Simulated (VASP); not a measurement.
Wanted: the native input for a VASP 6.6.1 run.

* Task: single point
* Functional: PBE
* Potentials or basis: VASP PAW PBE potentials, release 64 (Co, Cr_pv)
* Cutoff: 520 eV
* k mesh: 4 × 4 × 3
* Occupations: gaussian, width 0.1 eV
* Spin: non-collinear spin, typed start
* Starting moments: [[0.699, -2.05, 1.928], [0.542, -0.255, 0.361]] μB
* Dipole correction: no
* Further INCAR settings: ALGO = Normal; EDIFF = 1e-06; NBANDS = 33

The structure of CrCo lies in POSCAR:

```
CrCo
1.0
    2.4624000000      0.0000000000      0.0000000000
   -1.2312100000      2.1325200000      0.0000000000
    0.0000000000      0.0000000000      4.0211000000
Co Cr
1 1
Direct
    0.3333330000      0.6666670000      0.2500000000
    0.6666670000      0.3333330000      0.7500000000
```

The input as run:

INCAR

```
SYSTEM = CrCo
ALGO = Normal ; EDIFF = 1E-6
ENCUT = 520 ; GGA = PE
ISIF = 2 ; ISMEAR = 0
LASPH = .True. ; LCHARG = .True.
LMAXMIX = 4 ; LNONCOLLINEAR = .True.
LORBIT = 11 ; LREAL = .False.
LVHAR = .True. ; LWAVE = .False.
MAGMOM = 0.699 -2.05 1.928 0.542 -0.255 0.361 ; NBANDS = 33
NELM = 150 ; PREC = Accurate
SIGMA = 0.1
```

KPOINTS

```
k-points
0
Gamma
  4 4 3
  0 0 0
```

Potentials or basis: VASP PAW PBE potentials, release 64 (Co, Cr_pv).

Run with:

```bash
$ cat potpaw_PBE.64/Co/POTCAR potpaw_PBE.64/Cr_pv/POTCAR > POTCAR
$ mpirun -np 1 vasp_ncl > vasp.out
```

It gave:

```json
{
 "Pressure": "8.2 GPa",
 "Band gap on the k mesh": "zero (bands 21 and 22 overlap by 2.14 eV)",
 "Net moment": "0.14 μB per cell",
 "Valence electrons inside the program's atomic spheres": "Co 8.47; Cr 11.14"
}
```

Caveat: the k points lie up to 0.74 Å⁻¹ apart, too coarse for converged energies and pressures of a metal; an empty level that is flat over the whole mesh can mark a ghost state of the potentials, or a narrow d or f band.

Run time: 3.5 min on 1 thread of Intel Xeon 8259CL, with other jobs on the host, peak memory 0.2 GiB.
